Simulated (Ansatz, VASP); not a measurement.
## C: VASP beside Ansatz

The input INCAR:

```
SYSTEM = C
ALGO = Normal ; EDIFF = 1E-6
EDIFFG = -0.005 ; ENCUT = 600
GGA = PE ; IBRION = 2
ISIF = 3 ; ISMEAR = -1
IVDW = 13 ; LASPH = .True.
LCHARG = .False. ; LREAL = .False.
LWAVE = .False. ; NELM = 80
NSW = 100 ; PREC = Accurate
SIGMA = 0.03
```

Contents of KPOINTS:

```
k-points
0
Gamma
  16 16 16
  0 0 0
```

Contents of POSCAR:

```
C
1.0
   -1.4062500000      1.4062500000      1.4062500000
    1.4062500000     -1.4062500000      1.4062500000
    1.4062500000      1.4062500000     -1.4062500000
C
1
Direct
    0.0000000000      0.0000000000      0.0000000000
```

Input for Ansatz:

```yaml
crystal:
  lattice:
    - [-1.40625, 1.40625, 1.40625]
    - [1.40625, -1.40625, 1.40625]
    - [1.40625, 1.40625, -1.40625]
  atoms:
    - { symbol: C, position: [0.0, 0.0, 0.0] }
kpoints:
  mp_grid: { grid: [16, 16, 16] }
scf:
  occupations: { method: fermi_dirac, width: 0.03 }
hamiltonian:
  xc: pbe
  pseudopotentials: { kind: paw }
  dispersion: d4
output:
  forces: true
  stress: true
relax:
  f_tol: 0.005
  max_steps: 80
  cell: {}
basis:
  xc_grid: 3
```

Alike in both runs: task relaxation of cell and atoms; functional PBE; dispersion D4; k mesh 16 × 16 × 16; occupations fermi-dirac, width 0.03 eV; no spin polarisation.

|  | VASP | Ansatz |
| --- | --- | --- |
| version | VASP 6.6.1 | Ansatz 0.2.0 |
| potentials or method | VASP PAW PBE potentials, release 64 (C) | PAW with Ansatz's default frozen-core files, scalar-relativistic |
| plane-wave cutoff (eV) | 600 | 420 |
| valence electrons in the cell | 4 | 4 |

|  | VASP | Ansatz | Ansatz less VASP |
| --- | --- | --- | --- |
| relaxed volume (Å³/atom) | 6.70 | 6.70 | 0.000 |
| relaxed cell length with the largest relative difference (Å) | 2.057 | 2.057 | 0.0000 |

Ansatz's warnings: dispersion switch in reach, relaxed geometry near dispersion switch.

Noted on VASP's run: the volume moved by over 15 % at a fixed basis, so the end points are rough.
